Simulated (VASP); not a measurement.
# MnS (F-43m) in VASP: a series of runs

Runs on MnS. Level: PBEsol. Tasks: single point.

Program: VASP 6.6.1. These are calculated values, not measurements. Logs are shortened: lines on timing, memory, paths and dates and some standing lists are left out, and cuts for length are marked.

## 1. The cell of the first run

The structure is cubic, space group F-43m (No. 216). Conventional cell: a = 5.409 Å, b = 5.409 Å, c = 5.409 Å, α = 90.00°, β = 90.00°, γ = 90.00°. Mn (site symmetry -43m) has 4 S at 2.34 Å within 3.1 Å. Within 3.1 Å of S (site symmetry -43m) lie 4 Mn at 2.34 Å.

## 2. Single point, PBEsol, collinear spin, ferromagnetic start (19.78 Å³/atom)

File INCAR:

```
SYSTEM = MnS
PREC = Accurate
ENCUT = 520
EDIFF = 1E-6
ISMEAR = 0
SIGMA = 0.1
LREAL = .False.
LASPH = .True.
NELM = 150
ALGO = Normal
ISIF = 2
LWAVE = .False.
LCHARG = .False.
ISPIN = 2
MAGMOM = 4.29 0
LORBIT = 11
LMAXMIX = 4
GGA = PS
NBANDS = 20
```

File KPOINTS:

```
regular mesh
0
Gamma
  14 14 14
  0 0 0
```

File POSCAR:

```
MnS
1.0
    0.0000000000      2.7043341559      2.7043341559
    2.7043341559      0.0000000000      2.7043341559
    2.7043341559      2.7043341559      0.0000000000
Mn S
1 1
Direct
    0.0000000000      0.0000000000      0.0000000000
    0.2500000000      0.2500000000      0.2500000000
```

Potentials or basis: VASP PAW PBE potentials, release 64 (Mn_pv, S).

Command:

```sh
> cat potpaw_PBE.64/Mn_pv/POTCAR potpaw_PBE.64/S/POTCAR > POTCAR
> mpirun -np 1 vasp_std > vasp.out
```

OUTCAR:

```text
SYSTEM = MnS
   PREC = Accurate
   ENCUT = 520
   EDIFF = 1E-6
   ISMEAR = 0
   LREAL = .False.
   LASPH = .True.
   NELM = 150
   ISIF = 2
   ISPIN = 2
   LORBIT = 11
   GGA = PS

 ion  position               nearest neighbor table
   1  0.000  0.000  0.000-   2 2.34   2 2.34   2 2.34   2 2.34
   2  0.250  0.250  0.250-   1 2.34   1 2.34   1 2.34   1 2.34

  LATTYP: Found a face centered cubic cell.
 ALAT       =     5.4086683118

  Lattice vectors:

 A1 = (   0.0000000000,   2.7043341559,   2.7043341559)
 A2 = (   2.7043341559,   0.0000000000,   2.7043341559)
 A3 = (   2.7043341559,   2.7043341559,   0.0000000000)

Analysis of symmetry for initial positions (statically):
=====================================================================
 Subroutine PRICEL returns:
 Original cell was already a primitive cell.

 Routine SETGRP: Setting up the symmetry group for a
 face centered cubic supercell.

 Subroutine GETGRP returns: Found 24 space group operations
 (whereof 24 operations were pure point group operations)
 out of a pool of 48 trial point group operations.

The static configuration has the point symmetry T_d .

Analysis of symmetry for dynamics (positions and initial velocities):
=====================================================================
 Subroutine PRICEL returns:
 Original cell was already a primitive cell.

 Routine SETGRP: Setting up the symmetry group for a
 face centered cubic supercell.

 Subroutine GETGRP returns: Found 24 space group operations
 (whereof 24 operations were pure point group operations)
 out of a pool of 48 trial point group operations.

The dynamic configuration has the point symmetry T_d .

Analysis of structural, dynamic, and magnetic symmetry:
=====================================================================
 Subroutine PRICEL returns:
 Original cell was already a primitive cell.

 Routine SETGRP: Setting up the symmetry group for a
 face centered cubic supercell.

 Subroutine GETGRP returns: Found 24 space group operations
 (whereof 24 operations were pure point group operations)
 out of a pool of 48 trial point group operations.

The overall configuration has the point symmetry T_d .

 Subroutine INISYM returns: Found 24 space group operations
 (whereof 24 operations are pure point group operations),
 and found     1 'primitive' translations

----------------------------------------------------------------------------------------

[... 113 lines left out ...]
  volume/ion in A,a.u.               =      19.78       133.47
  Fermi-wavevector in a.u.,A,eV,Ry     =   1.282101  2.422820 22.365036  1.643784
  Thomas-Fermi vector in A             =   2.414432
   LORBIT       =     11    0 simple, 1 ext, 2 COOP (PROOUT), +10 PAW based schemes
   GGA     = PS    functional components
   LHFCALC =     F    Hartree Fock is set to
   AEXX    =    0.0000 exact exchange contribution
   IVDW    =     0    specifies the selected vdW correction
   LEPSILON=     F    determine dielectric tensor
   LRPA    =     F    only Hartree local field effects (RPA)
 spin polarized calculation
 Gauss-broadening in eV      SIGMA  =   0.10
  energy-cutoff  :      520.00
  volume of cell :       39.56
 maximum number of plane-waves:      1090
   NGX = 15   NGY = 15   NGZ = 15

 number of electron      19.0000008 magnetization       4.4528154

 Free energy of the ion-electron system (eV)
  ---------------------------------------------------
  ext. energy  EPLUGINS =         0.00000000
  ---------------------------------------------------
  free energy    TOTEN  =       -14.76965085 eV

  energy without entropy =      -14.76279976  energy(sigma->0) =      -14.76622531

 E-fermi :   5.1026     XC(G=0): -10.0466

 val. band max:        5.0991028416   @ k =  -0.2143   0.0714   0.0000
 cond. band min:       5.1355837508   @ k =  -0.2857   0.3571   0.0714
 fundamental gap:      0.0364809092
 Fermi energy:         5.1026291995

 spin component 1

 k-point     1 :       0.0000    0.0000    0.0000
  band No.  band energies     occupation
      1     -45.0835      1.00000
      2     -45.0835      1.00000
      3     -45.0835      1.00000
      4      -9.1736      1.00000
      5       0.1594      1.00000
      6       0.1594      1.00000
[... 541 lines left out ...]
     19      18.2223      0.00000
     20      21.3047      0.00000

 [... further k-points ...]

 spin component 2

 k-point     1 :       0.0000    0.0000    0.0000
  band No.  band energies     occupation
      1     -40.9135      1.00000
      2     -40.9135      1.00000
      3     -40.9135      1.00000
      4      -8.8750      1.00000
      5       1.5754      1.00000
      6       1.5754      1.00000
[... 541 lines left out ...]
     19      19.0171      0.00000
     20      22.0498      0.00000

 [... further k-points ...]

------------------------ aborting loop because EDIFF is reached ----------------------------------------

  FORCE on cell =-STRESS in cart. coord.  units (eV):
  Direction    XX          YY          ZZ          XY          YZ          ZX
  --------------------------------------------------------------------------------------
  -------------------------------------------------------------------------------------
  Total        0.2313156      0.2313156      0.2313156      0.0000000      0.0000000      0.0000000
  in kB        9.3692409      9.3692409      9.3692409      0.0000000      0.0000000      0.0000000
  external PRESSURE =       9.3692409 kB  Pullay stress =       0.0000000 kB

 VOLUME and BASIS-vectors are now :
 -----------------------------------------------------------------------------
  energy-cutoff  :      520.00
  volume of cell :       39.56
      direct lattice vectors                 reciprocal lattice vectors
     0.000000000  2.704334156  2.704334156    -0.184888394  0.184888394  0.184888394
     2.704334156  0.000000000  2.704334156     0.184888394 -0.184888394  0.184888394
     2.704334156  2.704334156  0.000000000     0.184888394  0.184888394 -0.184888394

 POSITION                                       TOTAL-FORCE (eV/Angst)
 -----------------------------------------------------------------------------------
      0.00000      0.00000      0.00000         0.000000     -0.000000     -0.000000
      1.35217      1.35217      1.35217        -0.000000      0.000000      0.000000
 -----------------------------------------------------------------------------------
    total drift:                               -0.000000     -0.000000     -0.000000

  FREE ENERGIE OF THE ION-ELECTRON SYSTEM (eV)
  ---------------------------------------------------
  free  energy   TOTEN  =       -14.7696508499 eV

  energy  without entropy=      -14.7627997616  energy(sigma->0) =      -14.76622531

 total charge

# of ion       s       p       d       tot
------------------------------------------
    1        0.284   6.254   4.963  11.501
    2        1.313   2.430   0.000   3.742
--------------------------------------------------
tot          1.596   8.684   4.963  15.243

 magnetization (x)

# of ion       s       p       d       tot
------------------------------------------
    1        0.047   0.068   3.877   3.992
    2        0.008   0.033   0.000   0.041
--------------------------------------------------
tot          0.055   0.101   3.877   4.033
```

OSZICAR:

```text
N       E                     dE             d eps       ncg     rms          rms(c)
DAV:   1     0.153431359396E+03    0.15343E+03   -0.10150E+04  8408   0.954E+02
DAV:   2    -0.783659307969E+01   -0.16127E+03   -0.15236E+03  8620   0.279E+02
DAV:   3    -0.159817049815E+02   -0.81451E+01   -0.80485E+01  9636   0.685E+01
DAV:   4    -0.160881080761E+02   -0.10640E+00   -0.10633E+00  9384   0.801E+00
DAV:   5    -0.160897869099E+02   -0.16788E-02   -0.16788E-02  9572   0.106E+00    0.120E+01
DAV:   6    -0.149807474894E+02    0.11090E+01   -0.68904E+00  9200   0.322E+01    0.108E+01
DAV:   7    -0.147730222649E+02    0.20773E+00   -0.11562E+00  9220   0.156E+01    0.608E+00
DAV:   8    -0.147756620440E+02   -0.26398E-02   -0.34192E-02  9512   0.153E+00    0.347E+00
DAV:   9    -0.147640813427E+02    0.11581E-01   -0.21166E-02  9200   0.144E+00    0.783E-01
DAV:  10    -0.147694747938E+02   -0.53935E-02   -0.88185E-03  9160   0.809E-01    0.293E-01
DAV:  11    -0.147694644644E+02    0.10329E-04   -0.13887E-03 10064   0.319E-01    0.155E-01
DAV:  12    -0.147696370990E+02   -0.17263E-03   -0.43339E-04  9296   0.182E-01    0.737E-02
DAV:  13    -0.147696449390E+02   -0.78400E-05   -0.20376E-05  9464   0.397E-02    0.492E-02
DAV:  14    -0.147696502004E+02   -0.52614E-05   -0.92312E-06  9152   0.211E-02    0.148E-02
DAV:  15    -0.147696508499E+02   -0.64945E-06   -0.14786E-06  8196   0.992E-03
   1 F= -.14769651E+02 E0= -.14766225E+02  d E =-.685109E-02  mag=     4.4525
```

Wall time 66 s (1 thread of AMD EPYC 9R45 (Zen 5), shared host); peak memory 0.23 GiB.

Results:

| Quantity | Value |
| --- | --- |
| Free energy | -14.7697 eV |
| Pressure | 0.9 GPa |
| Net moment | 4.45 μB per cell |
| Site moments | Mn +3.99; S +0.04 μB |
| Valence electrons inside the program's atomic spheres | Mn 11.50; S 3.74 |

Caveat: the PAW data sets were made with another functional, which shifts forces and pressure a little; a cell with one magnetic atom can't hold antiferromagnetic order, which such compounds often take; semilocal functionals often make such compounds metallic where correlation or magnetic order opens a gap, which also shifts bond lengths. With open d or f shells a metallic result of PBEsol can be an artefact of self-interaction; +U or a hybrid may open a gap.

## 3. Single point, PBEsol, collinear spin, ferromagnetic start

This run uses another cell than the first one, of 20.39 Å³/atom.

File INCAR:

```
ALGO = Normal
EDIFF = 1E-6
ENCUT = 520
GGA = PS
ISIF = 2
ISMEAR = 0
ISPIN = 2
LASPH = True
LCHARG = True
LELF = True
LMAXMIX = 4
LORBIT = 11
LREAL = False
LVHAR = True
LWAVE = False
MAGMOM = 4.29 0
NBANDS = 20
NELM = 150
PREC = Accurate
SIGMA = 0.1
```

File KPOINTS:

```
k-points
0
Gamma
  14 14 14
```

File POSCAR:

```
MnS
1.0
    0.0000000000      2.7319313084      2.7319313084
    2.7319313084      0.0000000000      2.7319313084
    2.7319313084      2.7319313084      0.0000000000
Mn S
1 1
Direct
    0.0000000000      0.0000000000      0.0000000000
    0.2500000000      0.2500000000      0.2500000000
```

Potentials or basis: VASP PAW PBE potentials, release 64 (Mn_pv, S).

Command:

```sh
> cat potpaw_PBE.64/Mn_pv/POTCAR potpaw_PBE.64/S/POTCAR > POTCAR
> mpirun -np 1 vasp_std > vasp.out
```

It took 81 s on 1 thread of AMD EPYC 9R45 (Zen 5), shared host; peak memory 0.25 GiB.

The run converged. Its results:

| Quantity | Value |
| --- | --- |
| Free energy | -14.7739 eV |
| Pressure | 0.1 GPa |
| Net moment | 4.61 μB per cell |
| Site moments | Mn +4.10; S +0.05 μB |
| Valence electrons inside the program's atomic spheres | Mn 11.46; S 3.74 |

Levels at points of the mesh, in eV from the Fermi level:
Spin up:
| k point | band 8 | band 9 | band 10 | band 11 | band 12 | band 13 | band 14 | band 15 | band 16 | band 17 |
| --- | --- | --- | --- | --- | --- | --- | --- | --- | --- | --- |
| (0.00, 0.00, 0.00) | -2.96 | -2.96 | 0.74 | 0.74 | 0.74 | 1.36 | 6.11 | 6.11 | 6.11 | 11.11 |
| (0.50, 0.00, 0.00) | -2.83 | -2.83 | -2.58 | -0.41 | -0.41 | 3.30 | 6.58 | 6.58 | 7.31 | 11.55 |
| (0.50, 0.50, 0.00) | -3.00 | -2.70 | -2.44 | -1.89 | -1.89 | 3.02 | 4.63 | 9.77 | 11.48 | 11.48 |
Spin down:
| k point | band 5 | band 6 | band 7 | band 8 | band 9 | band 10 |
| --- | --- | --- | --- | --- | --- | --- |
| (0.00, 0.00, 0.00) | -3.42 | -3.42 | -3.42 | 0.86 | 0.86 | 2.18 |
| (0.50, 0.00, 0.00) | -5.39 | -3.32 | -3.32 | 0.89 | 1.00 | 1.00 |
| (0.50, 0.50, 0.00) | -5.29 | -3.39 | -3.39 | -0.20 | 0.90 | 1.35 |

Caveat: the PAW data sets were made with another functional, which shifts forces and pressure a little; a cell with one magnetic atom can't hold antiferromagnetic order, which such compounds often take; semilocal functionals often make such compounds metallic where correlation or magnetic order opens a gap, which also shifts bond lengths. With open d or f shells a metallic result of PBEsol can be an artefact of self-interaction; +U or a hybrid may open a gap.
